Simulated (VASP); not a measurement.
A run of VASP 6.6.1 is set up as follows.

File INCAR:

```
  PREC = Accurate
  ENCUT = 520
  EDIFF = 1E-6
  ISMEAR = 0
  SIGMA = 0.1
  LREAL = False
  LASPH = True
  NELM = 150
  ALGO = Normal
  ISIF = 2
  LWAVE = False
  LCHARG = True
  ISPIN = 2
  MAGMOM = 3.14 0.78 0.78 0.78
  LORBIT = 11
  LMAXMIX = 4
  GGA = PS
  LELF = True
  LVHAR = True
  NBANDS = 31
```

Contents of KPOINTS:

```
regular mesh
0
Gamma
  12 12 12
```

Contents of POSCAR:

```
FeNi3
1.0
    3.4888236474      0.0000000000      0.0000000000
    0.0000000000      3.4888236474      0.0000000000
    0.0000000000      0.0000000000      3.4888236474
Fe Ni
1 3
Direct
    0.0000000000      0.0000000000      0.0000000000
    0.0000000000      0.5000000000      0.5000000000
    0.5000000000      0.0000000000      0.5000000000
    0.5000000000      0.5000000000      0.0000000000
```

Potentials or basis: VASP PAW PBE potentials, release 64 (Fe, Ni).

The run is started by

```console
$ cat potpaw_PBE.64/Fe/POTCAR potpaw_PBE.64/Ni/POTCAR > POTCAR
$ mpirun -np 1 vasp_std > vasp.out
```

(1) Estimate the pressure.

(2) Estimate the net moment.

(3) Predict the site moments.

Results:

(1) -0.1 GPa.

(2) 4.74 μB per cell.

(3) Fe +2.85; Ni +0.63 μB.

Caveat: the PAW data sets were made with another functional, which shifts forces and pressure a little.
